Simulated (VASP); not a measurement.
A run of VASP 6.6.1 is set up as follows.

File INCAR:

```
SYSTEM = MgO
  PREC = Accurate
  ENCUT = 520
  EDIFF = 1E-6
  ISMEAR = 0
  SIGMA = 0.05
  LREAL = .FALSE.
  LASPH = .TRUE.
  NELM = 100
  ALGO = Normal
  ISIF = 2
  LWAVE = .FALSE.
  LCHARG = .FALSE.
  GGA = PE
  NBANDS = 16
```

The input KPOINTS:

```
Automatic mesh
0
G
  8 8 6
  0 0 0
```

Contents of POSCAR:

```
MgO
1.0
    0.0000000000     -2.1269229054     -2.1269229054
    0.0000000000      2.1269229054     -2.1269229054
    4.2538458108      0.0000000000      0.0000000000
Mg O
2 2
Direct
    0.5000000000      0.5000000000      0.4647377910
    0.0000000000      0.0000000000      0.0352622090
    0.5000000000      0.5000000000      0.0048674838
    0.0000000000      0.0000000000      0.4951325162
```

Potentials or basis: VASP PAW PBE potentials, release 64 (Mg, O).

The run is started by

```bash
$ cat potpaw_PBE.64/Mg/POTCAR potpaw_PBE.64/O/POTCAR > POTCAR
$ mpirun -np 1 vasp_std > vasp.out
```

**Question.** Predict the band gap on the k mesh.

**Answer.** 4.47 eV, direct.

**Question.** Predict the largest force.

**Answer.** 2.355 eV/Å.

**Question.** Predict the pressure.

**Answer.** 3.2 GPa.

Stress tensor (GPa, compression positive):
```
8.51 0.00 0.00
0.00 0.59 0.00
0.00 0.00 0.59
```

Caveat: the cell differs from its parent crystal (mode 9 (400.1 1/cm) frozen in, largest displacement -0.150 Å); forces of over 1 eV/Å act on the atoms, so gaps and moduli don't describe the material at rest.
